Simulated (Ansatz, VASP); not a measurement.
## Two plane-wave programs on MgO

File INCAR:

```
ALGO = Normal ; EDIFF = 1E-6
ENCUT = 520 ; GGA = PE
ISIF = 2 ; ISMEAR = 0
LASPH = T ; LCHARG = T
LELF = T ; LREAL = F
LVHAR = T ; LWAVE = F
NBANDS = 26 ; NELM = 80
PREC = Accurate ; SIGMA = 0.05
```

KPOINTS

```
k-points
0
Gamma
  6 6 6
```

File POSCAR:

```
MgO
1.0
    1.4688622380      2.5441440255      2.6797873418
   -1.4688622380     -2.5441440255      2.6797873418
    4.4065867139     -2.5441440255      0.0000000000
Mg O
4 4
Direct
    0.5000000000      0.5000000000      0.0000000000
    0.2500000000      0.7500000000      0.5000000000
    0.7500000000      0.2500000000      0.5000000000
    0.0000000000      0.0000000000      0.0000000000
    0.6989400721      0.8010599279      0.2312134775
    0.5000000000      1.0000000000      0.8333333333
    0.0000000000      0.5000000000      0.8333333333
    0.2500000000      0.2500000000      0.3333333333
```

Input for Ansatz:

```yaml
crystal:
  lattice:
    - [1.468862238, 2.5441440255, 2.6797873418]
    - [-1.468862238, -2.5441440255, 2.6797873418]
    - [4.4065867139, -2.5441440255, 0.0]
  atoms:
    - { symbol: Mg, position: [0.5, 0.5, 0.0] }
    - { symbol: Mg, position: [0.25, 0.75, 0.5] }
    - { symbol: Mg, position: [0.75, 0.25, 0.5] }
    - { symbol: Mg, position: [0.0, 0.0, 0.0] }
    - { symbol: O, position: [0.6989400721, 0.8010599279, 0.2312134775] }
    - { symbol: O, position: [0.5, 1.0, 0.8333333333] }
    - { symbol: O, position: [0.0, 0.5, 0.8333333333] }
    - { symbol: O, position: [0.25, 0.25, 0.3333333333] }
basis:
  ecutwfc: 420
kpoints:
  mp_grid: { grid: [6, 6, 6] }
hamiltonian:
  xc: pbe
scf:
  occupations: { method: gaussian, width: 0.05 }
output:
  forces: true
  stress: true
  eigenvalues: true
```

Alike in both runs: task single point; functional PBE; k mesh 6 × 6 × 6; occupations gaussian, width 0.05 eV; no spin polarisation.

```csv
,VASP,Ansatz
version,VASP 6.6.1,Ansatz 0.2.0
potentials or method,"VASP PAW PBE potentials, release 64 (Mg, O), cutoff 520 eV","scalar-relativistic, plane waves, PAW"
valence electrons in the cell,32,64
```

```tsv
	VASP	Ansatz	Ansatz less VASP
gap on the k mesh at the Fermi level (eV)	2.26	2.28	+0.023
least direct gap on the mesh (eV)	2.55	2.57	+0.021
pressure (GPa)	6.8	7.3	+0.52
traceless stress, the component that is largest in VASP (GPa)	2.45	2.42	-0.027
rms of the force components (eV/Å)	1.615	1.601	-0.0140
```

Atom by atom the forces differ by 0.017 eV/Å (rms over components). VASP's potentials hold 32 valence electrons a cell and Ansatz's 64, so a difference there can come from the potentials and not from the codes.
